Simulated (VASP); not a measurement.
Here is a VASP 6.6.1 calculation.

File INCAR:

```
SYSTEM = CuI
PREC = Accurate ; ENCUT = 520
EDIFF = 1E-8 ; ISMEAR = 0
SIGMA = 0.01 ; LREAL = .FALSE.
LASPH = .TRUE. ; NELM = 120
ALGO = Normal ; ISIF = 2
LWAVE = .FALSE. ; LCHARG = .FALSE.
GGA = CA ; LEPSILON = .TRUE.
GGA_COMPAT = .FALSE.
```

File KPOINTS:

```
regular mesh
0
G
  6 6 4
  0 0 0
```

File POSCAR:

```
CuI
1.0
    4.1286180000      0.0000000000      0.0000000000
   -2.0643090000      3.5754880705      0.0000000000
    0.0000000000      0.0000000000      7.4781060000
Cu I
2 2
Direct
    0.6666666667      0.3333333333      0.5899520000
    0.3333333333      0.6666666667      0.4100480000
    0.3333333333      0.6666666667      0.7547480000
    0.6666666667      0.3333333333      0.2452520000
```

Potentials or basis: VASP PAW LDA potentials, release 64 (Cu, I).

Launch:

```sh
$ cat potpaw_LDA.64/Cu/POTCAR potpaw_LDA.64/I/POTCAR > POTCAR
$ mpirun -np 1 vasp_std > vasp.out
```

Question: Predict the electronic dielectric tensor (diagonal).

Answer: 6.23, 6.23, 4.92.

Question: Estimate the Born charges (mean of the diagonal).

Answer: Cu +0.97; I -0.97 e.

Question: Estimate the band gap on the k mesh.

Answer: 1.51 eV.

Electronic dielectric tensor:
```
6.23 0.00 0.00
0.00 6.23 0.00
0.00 0.00 4.92
```

Caveat: spin-orbit coupling is left out, which moves the levels of the heavy elements.
